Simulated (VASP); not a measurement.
Here is a VASP 6.6.1 calculation.

File INCAR:

```
SYSTEM = Zr
PREC = Accurate
ENCUT = 520
EDIFF = 1E-7
ISMEAR = -1
SIGMA = 0.1
LREAL = .False.
LASPH = .True.
NELM = 100
ALGO = Normal
ISIF = 2
LWAVE = .False.
LCHARG = .True.
GGA = PS
LELF = .True.
LVHAR = .True.
NBANDS = 19
```

KPOINTS

```
Automatic mesh
0
Gamma
  8 8 5
  0 0 0
```

Contents of POSCAR:

```
Zr
1.0
    3.1818301556      0.0000000000      0.0000000000
   -1.5909150778      2.7555457452      0.0000000000
    0.0000000000      0.0000000000      5.1299853002
Zr
2
Direct
    0.3333333333      0.6666666667      0.2500000000
    0.6666666667      0.3333333333      0.7500000000
```

Potentials or basis: VASP PAW PBE potentials, release 64 (Zr_sv).

Command:

```console
$ cat potpaw_PBE.64/Zr_sv/POTCAR > POTCAR
$ mpirun -np 1 vasp_std > vasp.out
```

Task: Estimate the band gap on the k mesh.

Result: Zero (band 12 reaches 10.14 eV, above the bottom of band 13 at 8.98 eV).

Task: What does it give for the pressure?

Result: 0.1 GPa.

Caveat: the PAW data sets were made with another functional, which shifts forces and pressure a little.
